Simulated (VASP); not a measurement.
Input of a VASP 6.6.1 run:

File INCAR:

```
  ALGO = Normal
  EDIFF = 1E-7
  EDIFFG = -0.03
  ENCUT = 600
  GGA = PE
  IBRION = 2
  ISIF = 3
  ISMEAR = 0
  ISPIN = 2
  LASPH = T
  LCHARG = F
  LMAXMIX = 6
  LORBIT = 11
  LREAL = F
  LWAVE = F
  MAGMOM = 4 4
  NELM = 150
  NSW = 80
  PREC = Accurate
  SIGMA = 0.05
```

The input KPOINTS:

```
k-points
0
Gamma
  6 6 4
```

The input POSCAR:

```
Pm
1.0
    3.6215119655      0.0000000000      0.0000000000
   -1.8107559828      3.1363213622      0.0000000000
    0.0000000000      0.0000000000      5.9151362103
Pm
2
Direct
    0.3333333333      0.6666666667      0.7500000000
    0.6666666667      0.3333333333      0.2500000000
```

Potentials or basis: VASP PAW PBE potentials, release 64 (Pm).

The run is started by

```bash
$ cat potpaw_PBE.64/Pm/POTCAR > POTCAR
$ mpirun -np 1 vasp_std > vasp.out
```

**Question.** Estimate the space group after relaxing (to 0.05 Å).

**Answer.** P6_3/mmc (No. 194).

**Question.** What does it give for the relaxed volume?

**Answer.** 35.95 Å³/atom.

**Question.** What does it give for the site moments?

**Answer.** Pm +4.64 μB.

Final structure:
```
Pm
1.0
     3.69645    0.00000    0.00000
    -1.84823    3.20122    0.00000
     0.00000    0.00000    6.07565
Pm
2
Direct
  0.33333 0.66667 0.75000
  0.66667 0.33333 0.25000
```

Caveat: the magnetic or orbital state may not be the lowest. The state reached can hang on the start; a lower one may exist.
